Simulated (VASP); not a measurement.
# Mg6O6F in VASP: a series of runs

Mg6O6F is run at these levels: PBE; tasks: single point.

Everything below comes from runs of VASP 6.6.1. Logs are shortened: lines on timing, memory, paths and dates and some standing lists are left out, and cuts for length are marked.

## Step 1: The cell of the first run

The cell holds a slab with vacuum, 26 atoms: a = 6.238 Å, b = 6.238 Å, c = 18.367 Å, α = 90.00°, β = 90.00°, γ = 60.00°.

## Step 2: Single point, PBE

INCAR

```
SYSTEM = Mg6O6F
PREC = Accurate
ENCUT = 520
EDIFF = 1E-6
ISMEAR = -1
SIGMA = 0.02
LREAL = Auto
LASPH = .True.
NELM = 100
ALGO = Normal
ISIF = 2
LWAVE = .False.
LCHARG = .False.
GGA = PE
NBANDS = 74
```

KPOINTS

```
Automatic mesh
0
Gamma
  2 2 1
  0 0 0
```

POSCAR

```
Mg6O6F
1.0
    6.2383790000      0.0000000000      0.0000000000
    3.1191890000      5.4025950000      0.0000000000
    0.0000000000      0.0000000000     18.3670190000
Mg O F
12 12 2
Direct
    0.0000000000      0.0000000000      0.0544454000
    0.0000000000      0.5000000000      0.0544454000
    0.5000000000      0.0000000000      0.0544454000
    0.5000000000      0.5000000000      0.0544454000
    0.6710758325      0.6578063434      0.2035377078
    0.6710554445      0.1711219851      0.2035312278
    0.1665333164      0.6667704715      0.1941585787
    0.1577364688      0.1711266641      0.2034727849
    0.3357750534      0.3278208072      0.3304124929
    0.3358061072      0.8366671381      0.3304657622
    0.8329111106      0.3337212232      0.4290925768
    0.8268996740      0.8366893638      0.3305038095
    0.3333333000      0.8333333000      0.1237764000
    0.3333333000      0.3333333000      0.1237764000
    0.8333333000      0.8333333000      0.1237764000
    0.8333333000      0.3333333000      0.1237764000
    0.0090491993      0.5090208442      0.2514602077
    0.0090147084     -0.0180279936      0.2514740174
    0.4817747940      0.5091278807      0.2515044884
    0.4999487180     -0.0000191221      0.2532080463
    0.6677968501      0.1688623461      0.3779099216
    0.6678014820      0.6636922118      0.3779478454
    0.1627763635      0.1687855916      0.3778782443
    0.1662797496      0.6670065320      0.3777441335
    0.1660779347      0.6669350439      0.4563164868
    0.8337334403      0.3326271163      0.5291736150
```

Potentials or basis: VASP PAW PBE potentials, release 64 (Mg, O, F).

On the command line:

```bash
> cat potpaw_PBE.64/Mg/POTCAR potpaw_PBE.64/O/POTCAR potpaw_PBE.64/F/POTCAR > POTCAR
> mpirun -np 1 vasp_std > vasp.out
```

OUTCAR:

```text
SYSTEM = Mg6O6F
   PREC = Accurate
   ENCUT = 520
   EDIFF = 1E-6
   ISMEAR = -1
   LREAL = Auto
   LASPH = .True.
   NELM = 100
   ISIF = 2
   GGA = PE

 ion  position               nearest neighbor table
   1  0.000  0.000  0.054-  13 2.21  16 2.21  15 2.21   3 3.12   3 3.12   2 3.12   2 3.12   4 3.12
                             4 3.12   7 3.13   8 3.26   6 3.26
   2  0.000  0.500  0.054-  14 2.21  15 2.21  16 2.21   4 3.12   4 3.12   1 3.12   1 3.12   3 3.12
                             3 3.12   7 3.13   8 3.26   5 3.26
   3  0.500  0.000  0.054-  15 2.21  14 2.21  13 2.21   1 3.12   1 3.12   4 3.12   4 3.12   2 3.12
                             2 3.12   8 3.30   6 3.30   5 3.30
   4  0.500  0.500  0.054-  16 2.21  13 2.21  14 2.21   2 3.12   2 3.12   3 3.12   3 3.12   1 3.12
                             1 3.12   7 3.14   6 3.26   5 3.26
   5  0.671  0.658  0.204-  17 2.03  19 2.03  20 2.06  16 2.28  13 2.34  15 2.34  12 2.95  10 2.95
                             8 3.04   6 3.04   7 3.12   7 3.12   6 3.20   8 3.20   4 3.26   2 3.26
   6  0.671  0.171  0.204-  18 2.03  19 2.03  20 2.06  16 2.28  14 2.34  15 2.34  12 2.95   9 2.95
                             8 3.04   5 3.04   7 3.12   7 3.12   5 3.20   8 3.20   4 3.26   1 3.26
   7  0.167  0.667  0.194-  18 2.00  17 2.00  19 2.00  15 2.22  13 2.22  14 2.22   9 3.10  10 3.10
                            12 3.10   6 3.12   5 3.12   8 3.12   8 3.12   5 3.12   6 3.12   1 3.13
   8  0.158  0.171  0.203-  17 2.03  18 2.03  20 2.06  16 2.28  13 2.34  14 2.34  10 2.95   9 2.95
                             5 3.04   6 3.04   7 3.12   7 3.12   6 3.20   5 3.20   1 3.26   2 3.26
   9  0.336  0.328  0.330-  23 1.99  21 2.00  24 2.03  20 2.27  17 2.29  19 2.29   8 2.95   6 2.95
                            12 3.06  10 3.06   7 3.10  10 3.17  12 3.17  11 3.61  11 3.61
  10  0.336  0.837  0.330-  22 1.99  23 1.99  24 2.03  20 2.27  18 2.29  19 2.29   8 2.95   5 2.95
                            12 3.06   9 3.06   7 3.10   9 3.17  12 3.17  11 3.61  11 3.61
  11  0.833  0.334  0.429-  26 1.84  22 2.02  23 2.02  21 2.02  12 3.61  12 3.61  10 3.61   9 3.61
                            10 3.61   9 3.61
  12  0.827  0.837  0.331-  22 2.00  21 2.00  24 2.03  20 2.27  18 2.29  17 2.29   6 2.95   5 2.95
                            10 3.06   9 3.06   7 3.10   9 3.17  10 3.17  11 3.61  11 3.61
  13  0.333  0.833  0.124-   1 2.21   4 2.21   3 2.21   7 2.22   8 2.34   5 2.34
  14  0.333  0.333  0.124-   2 2.21   3 2.21   4 2.21   7 2.22   8 2.34   6 2.34
  15  0.833  0.833  0.124-   3 2.21   2 2.21   1 2.21   7 2.22   6 2.34   5 2.34
  16  0.833  0.333  0.124-   4 2.21   1 2.21   2 2.21   8 2.28   6 2.28   5 2.28
  17  0.009  0.509  0.251-   7 2.00   5 2.03   8 2.03   9 2.29  12 2.29
  18  0.009  0.982  0.251-   7 2.00   6 2.03   8 2.03  10 2.29  12 2.29
  19  0.482  0.509  0.252-   7 2.00   5 2.03   6 2.03   9 2.29  10 2.29
  20  0.500  1.000  0.253-   5 2.06   6 2.06   8 2.06  12 2.27  10 2.27   9 2.27
  21  0.668  0.169  0.378-  12 2.00   9 2.00  11 2.02
  22  0.668  0.664  0.378-  10 1.99  12 2.00  11 2.02
  23  0.163  0.169  0.378-  10 1.99   9 1.99  11 2.02
  24  0.166  0.667  0.378-  25 1.44  10 2.03   9 2.03  12 2.03
  25  0.166  0.667  0.456-  24 1.44
  26  0.834  0.333  0.529-  11 1.84

  LATTYP: Found a hexagonal cell.
 ALAT       =     6.2383790164
 C/A-ratio  =     2.9441973551

  Lattice vectors:

 A1 = (  -3.1191890000,  -5.4025950000,   0.0000000000)
 A2 = (   6.2383790000,   0.0000000000,   0.0000000000)
 A3 = (   0.0000000000,   0.0000000000,  18.3670190000)

Analysis of symmetry for initial positions (statically):
=====================================================================
 Subroutine PRICEL returns:
 Original cell was already a primitive cell.

 Routine SETGRP: Setting up the symmetry group for a
 hexagonal supercell.

 Subroutine GETGRP returns: Found  1 space group operations
 (whereof  1 operations were pure point group operations)
 out of a pool of 24 trial point group operations.

The static configuration has the point symmetry C_1 .

Analysis of symmetry for dynamics (positions and initial velocities):
=====================================================================
 Subroutine PRICEL returns:
 Original cell was already a primitive cell.

 Routine SETGRP: Setting up the symmetry group for a
 hexagonal supercell.

 Subroutine GETGRP returns: Found  1 space group operations
 (whereof  1 operations were pure point group operations)
 out of a pool of 24 trial point group operations.

The dynamic configuration has the point symmetry C_1 .

 Subroutine INISYM returns: Found  1 space group operations
 (whereof  1 operations are pure point group operations),
 and found     1 'primitive' translations

[... 70 lines left out ...]

----------------------------------------------------------------------------------------

 KPOINTS: Automatic mesh

Automatic generation of k-mesh.
 Grid dimensions read from file:
 generate k-points for:    2    2    1

 Generating k-lattice:

  Cartesian coordinates                     Fractional coordinates (reciprocal lattice)
     0.080149026 -0.046274052  0.000000000     0.500000000  0.000000000  0.000000000
     0.000000000  0.092548118  0.000000000     0.000000000  0.500000000  0.000000000
     0.000000000  0.000000000  0.054445417     0.000000000  0.000000000  1.000000000

  Length of vectors
     0.092548118  0.092548118  0.054445417

  Shift w.r.t. Gamma in fractional coordinates (k-lattice)
     0.000000000  0.000000000  0.000000000

 Subroutine IBZKPT returns following result:
 ===========================================

 Found      4 irreducible k-points:

 Following reciprocal coordinates:
            Coordinates               Weight
  0.000000  0.000000  0.000000      1.000000
  0.500000 -0.000000  0.000000      1.000000
  0.500000  0.500000  0.000000      1.000000
  0.000000  0.500000  0.000000      1.000000
   k-points           NKPTS =      4   k-points in BZ     NKDIM =      4   number of bands    NBANDS=     74
   number of dos      NEDOS =    301   number of ions     NIONS =     26
   total plane-waves  NPLWV = 322560
   dimension x,y,z NGX =    48 NGY =   48 NGZ =  140
   dimension x,y,z NGXF=    96 NGYF=   96 NGZF=  280
   ions per type =              12  12   2
   NGX,Y,Z   is equivalent  to a cutoff of  12.79, 12.79, 12.67 a.u.
   NGXF,Y,Z  is equivalent  to a cutoff of  25.58, 25.58, 25.34 a.u.
 SYSTEM =  Mg6O6F
   PREC   = accura    normal or accurate (medium, high low for compatibility)
   ISTART =      0    job   : 0-new  1-cont  2-samecut
   ICHARG =      2    charge: 1-file 2-atom 10-const
   ISPIN  =      1    spin polarized calculation?
   LNONCOLLINEAR =      F non collinear calculations
   LSORBIT =      F    spin-orbit coupling
   LASPH  =      T    aspherical Exc in radial PAW
   ENCUT  =  520.0 eV  38.22 Ry    6.18 a.u.  11.60 11.60 34.15*2*pi/ulx,y,z
   NELM   =    100;   NELMIN=  2; NELMDL= -5     # of ELM steps
   EDIFF  = 0.1E-05   stopping-criterion for ELM
   LREAL  =      T    real-space projection
   EDIFFG = 0.1E-04   stopping-criterion for IOM
   NSW    =      0    number of steps for IOM
[... 5 lines left out ...]
   TEBEG  =    0.0;   TEEND  =   0.0 temperature during run
   PSTRESS=    0.0 pullay stress
   NELECT =     110.0000    total number of electrons
   NUPDOWN=      -1.0000    fix difference up-down
   EMIN   =  10.00;   EMAX   =-10.00  energy-range for DOS
   EFERMI =   0.00;   METHOD = LEGACY
   ISMEAR =    -1;   SIGMA  =   0.02  broadening in eV -4-tet -1-fermi 0-gaus
   EFERMI_NEDOS =   21; number of points for ismear=-14 and -15
   IALGO  =     38    algorithm
   IMIX   =      4    mixing-type and parameters
     AMIX     =   0.40;   BMIX     =  1.00
     AMIX_MAG =   1.60;   BMIX_MAG =  1.00
  volume/ion in A,a.u.               =      23.81       160.67
  Fermi-wavevector in a.u.,A,eV,Ry     =   0.920382  1.739270 11.525536  0.847103
  Thomas-Fermi vector in A             =   2.045681
   LORBIT       =      0    0 simple, 1 ext, 2 COOP (PROOUT), +10 PAW based schemes
   GGA     = PE    functional components
   LHFCALC =     F    Hartree Fock is set to
   AEXX    =    0.0000 exact exchange contribution
   IVDW    =     0    specifies the selected vdW correction
   LEPSILON=     F    determine dielectric tensor
   LRPA    =     F    only Hartree local field effects (RPA)
 non-spin polarized calculation
  energy-cutoff  :      520.00
  volume of cell :      619.03
 maximum number of plane-waves:     16696
 NGX is ok and might be reduce to    48
   NGX = 23   NGY = 23   NGZ = 69

 number of electron     109.9999946 magnetization

 Free energy of the ion-electron system (eV)
  ---------------------------------------------------
  ext. energy  EPLUGINS =         0.00000000
  ---------------------------------------------------
  free energy    TOTEN  =      -129.56650241 eV

  energy without entropy =     -129.51264982  energy(sigma->0) =     -129.53957611

 E-fermi :  -2.5279     XC(G=0):  -5.7775

 val. band max:       -2.5289385291   @ k =   0.5000  -0.0000   0.0000
 cond. band min:      -2.4884814210   @ k =   0.0000   0.0000   0.0000
 fundamental gap:      0.0404571081
 Fermi energy:        -2.5278611676

 k-point     1 :       0.0000    0.0000    0.0000
  band No.  band energies     occupation
      1     -26.4834      2.00000
      2     -21.5027      2.00000
      3     -20.0906      2.00000
      4     -19.4301      2.00000
      5     -19.4195      2.00000
      6     -19.4192      2.00000
[... 269 lines left out ...]
     66       3.7538      0.00000
     67       4.3930      0.00000
 [bands above 67 left out]

------------------------ aborting loop because EDIFF is reached ----------------------------------------

  FORCE on cell =-STRESS in cart. coord.  units (eV):
  Direction    XX          YY          ZZ          XY          YZ          ZX
  --------------------------------------------------------------------------------------
  -------------------------------------------------------------------------------------
  Total       -6.7339826     -6.7127665    -12.2449875      0.0128709     -0.0052137      0.0033652
  in kB      -17.4288901    -17.3739785    -31.6924698      0.0333125     -0.0134941      0.0087099
  external PRESSURE =     -22.1651128 kB  Pullay stress =       0.0000000 kB

 VOLUME and BASIS-vectors are now :
 -----------------------------------------------------------------------------
  energy-cutoff  :      520.00
  volume of cell :      619.03
      direct lattice vectors                 reciprocal lattice vectors
     6.238379000  0.000000000  0.000000000     0.160298052 -0.092548103  0.000000000
     3.119189000  5.402595000  0.000000000     0.000000000  0.185096236  0.000000000
     0.000000000  0.000000000 18.367019000     0.000000000  0.000000000  0.054445417

 POSITION                                       TOTAL-FORCE (eV/Angst)
 -----------------------------------------------------------------------------------
      0.00000      0.00000      1.00000        -0.000720      0.123024      2.115270
      1.55959      2.70130      1.00000        -0.106970     -0.060708      2.115634
      3.11919      0.00000      1.00000         0.000659     -0.000663      2.266686
      4.67878      2.70130      1.00000         0.106784     -0.061383      2.116214
      6.23825      3.55386      3.73838        -0.002050      0.008305     -0.019323
      4.72006      0.92450      3.73826        -0.008345     -0.002384     -0.020369
[... 18 lines left out ...]
      3.11635      3.60318      8.38117         0.001724     -0.001274      0.310274
      6.23867      1.79705      9.71934        -0.000114      0.000047     -0.026354
 -----------------------------------------------------------------------------------
    total drift:                               -0.000224     -0.000281      0.004266

  FREE ENERGIE OF THE ION-ELECTRON SYSTEM (eV)
  ---------------------------------------------------
  free  energy   TOTEN  =      -129.5665024136 eV

  energy  without entropy=     -129.5126498153  energy(sigma->0) =     -129.53957611
```

It took 14 min on 1 thread of Oxide Virtual Turin-like, shared host; peak memory 0.68 GiB.

What came out:

| Property | Result |
| --- | --- |
| Free energy | -129.5665 eV |
| Largest force | 2.267 eV/Å |
| Band gap on the k mesh | zero (bands 55 and 56 overlap by 0.04 eV) |

Forces on the atoms (eV/Å):
```
Mg  -0.001  0.123  2.115
Mg  -0.107 -0.061  2.116
Mg   0.001 -0.001  2.267
Mg   0.107 -0.061  2.116
Mg  -0.002  0.008 -0.019
Mg  -0.008 -0.002 -0.020
Mg   0.002 -0.002 -0.038
Mg   0.010 -0.006 -0.020
Mg   0.002 -0.009 -0.028
Mg   0.010  0.003 -0.030
Mg  -0.001 -0.001 -0.012
Mg  -0.005  0.002 -0.028
O   -0.047 -0.027 -2.230
O    0.000  0.054 -2.230
O    0.047 -0.027 -2.230
O   -0.001  0.000 -1.740
O    0.012  0.009  0.022
O   -0.002 -0.015  0.020
O   -0.013  0.005  0.015
O    0.001  0.005 -0.004
O    0.017  0.009  0.002
O    0.002 -0.020  0.004
O   -0.017  0.010  0.002
O   -0.007  0.004 -0.336
F    0.002 -0.001  0.310
F    0.000  0.000 -0.026
```

Levels at points of the mesh, in eV from the Fermi level:
| k point | band 53 | band 54 | band 55 | band 56 | band 57 | band 58 | band 59 | band 60 |
| --- | --- | --- | --- | --- | --- | --- | --- | --- |
| (0.00, 0.00, 0.00) | -0.21 | -0.19 | 0.04 | 0.04 | 2.15 | 2.19 | 2.20 | 3.00 |
| (0.50, 0.00, 0.00) | -0.18 | -0.17 | -0.01 | 0.00 | 0.06 | 1.58 | 1.60 | 3.58 |
| (0.50, 0.50, 0.00) | -0.18 | -0.17 | -0.01 | 0.00 | 0.06 | 1.58 | 1.60 | 3.58 |
| (0.00, 0.50, 0.00) | -0.18 | -0.17 | -0.01 | 0.00 | 0.06 | 1.58 | 1.60 | 3.58 |

Caveat: the k points lie up to 0.58 Å⁻¹ apart; there is no dipole correction, which matters where the two faces differ.

## Step 3: Single point, PBE

INCAR

```
  PREC = Accurate
  ENCUT = 520
  EDIFF = 1E-7
  ISMEAR = -1
  SIGMA = 0.02
  LREAL = Auto
  LASPH = T
  NELM = 100
  ALGO = Normal
  ISIF = 2
  LWAVE = F
  LCHARG = T
  GGA = PE
  LELF = T
  LVHAR = T
  NBANDS = 74
```

KPOINTS

```
regular mesh
0
Gamma
  2 2 1
```

POSCAR

```
Mg6O6F
1.0
    6.2383790000      0.0000000000      0.0000000000
    3.1191890000      5.4025950000      0.0000000000
    0.0000000000      0.0000000000     18.3670190000
Mg O F
12 12 2
Direct
    0.0000000000      0.0000000000      0.0544454165
   -0.0000000339      0.4999999075      0.0544454165
    0.5000000801      0.0000000000      0.0544454165
    0.5000000463      0.4999999075      0.0544454165
    0.6710759062      0.6578062949      0.2035377107
    0.6710554232      0.1711220256      0.2035312317
    0.1665332891      0.6667705057      0.1941585621
    0.1577364290      0.1711266530      0.2034727573
    0.3357750427      0.3278207972      0.3304124638
    0.3358061271      0.8366671942      0.3304657658
    0.8329111148      0.3337212950      0.4290926034
    0.8268996817      0.8366894057      0.3305038232
    0.3333334063      0.8333332408      0.1237763733
    0.3333332799      0.3333333333      0.1237763733
    0.8333333262      0.8333332408      0.1237763733
    0.8333333600      0.3333333333      0.1237763733
    0.0090493143      0.5090207576      0.2514601852
    0.0090146414     -0.0180280032      0.2514740144
    0.4817747954      0.5091279283      0.2515045038
    0.4999486993     -0.0000190649      0.2532080464
    0.6677967707      0.1688623708      0.3779099374
    0.6678014727      0.6636921702      0.3779478314
    0.1627764121      0.1687855558      0.3778782501
    0.1662798384      0.6670065034      0.3777441511
    0.1660780002      0.6669350562      0.4563165095
    0.8337333984      0.3326271912      0.5291736237
```

Potentials or basis: VASP PAW PBE potentials, release 64 (Mg, O, F).

On the command line:

```bash
> cat potpaw_PBE.64/Mg/POTCAR potpaw_PBE.64/O/POTCAR potpaw_PBE.64/F/POTCAR > POTCAR
> mpirun -np 1 vasp_std > vasp.out
```

It took 27 min on 1 thread of Oxide Virtual Turin-like, shared host; peak memory 0.68 GiB.

It converged, with:

| Property | Result |
| --- | --- |
| Free energy | -129.5665 eV |
| Largest force | 2.267 eV/Å |
| Band gap on the k mesh | zero (bands 55 and 56 overlap by 0.04 eV) |

Forces on the atoms (eV/Å):
```
Mg  -0.001  0.123  2.115
Mg  -0.107 -0.061  2.116
Mg   0.001 -0.001  2.267
Mg   0.107 -0.061  2.116
Mg  -0.002  0.008 -0.019
Mg  -0.008 -0.002 -0.020
Mg   0.002 -0.002 -0.038
Mg   0.010 -0.006 -0.020
Mg   0.002 -0.009 -0.027
Mg   0.010  0.004 -0.030
Mg  -0.001 -0.001 -0.012
Mg  -0.006  0.002 -0.027
O   -0.047 -0.027 -2.230
O    0.000  0.054 -2.230
O    0.047 -0.027 -2.230
O   -0.001  0.000 -1.740
O    0.012  0.009  0.021
O   -0.002 -0.015  0.020
O   -0.013  0.005  0.015
O    0.001  0.005 -0.004
O    0.017  0.009  0.002
O    0.002 -0.020  0.004
O   -0.017  0.010  0.002
O   -0.007  0.004 -0.336
F    0.002 -0.001  0.310
F    0.000  0.000 -0.026
```

Levels at points of the mesh, in eV from the Fermi level:
```csv
k point,band 52,band 53,band 54,band 55,band 56,band 57,band 58,band 59,band 60,band 61
"(0.00, 0.00, 0.00)",-0.21,-0.21,-0.19,0.04,0.04,2.15,2.19,2.20,3.00,3.01
"(0.50, 0.00, 0.00)",-0.21,-0.18,-0.17,-0.01,0.00,0.06,1.58,1.60,3.58,5.12
"(0.50, 0.50, 0.00)",-0.21,-0.18,-0.17,-0.01,0.00,0.06,1.58,1.60,3.58,5.12
"(0.00, 0.50, 0.00)",-0.21,-0.18,-0.17,-0.01,0.00,0.06,1.58,1.60,3.58,5.12
```

Caveat: the k points lie up to 0.58 Å⁻¹ apart; there is no dipole correction, which matters where the two faces differ.

The gap in the log of VASP goes by the Fermi energy; the results here count the filled bands.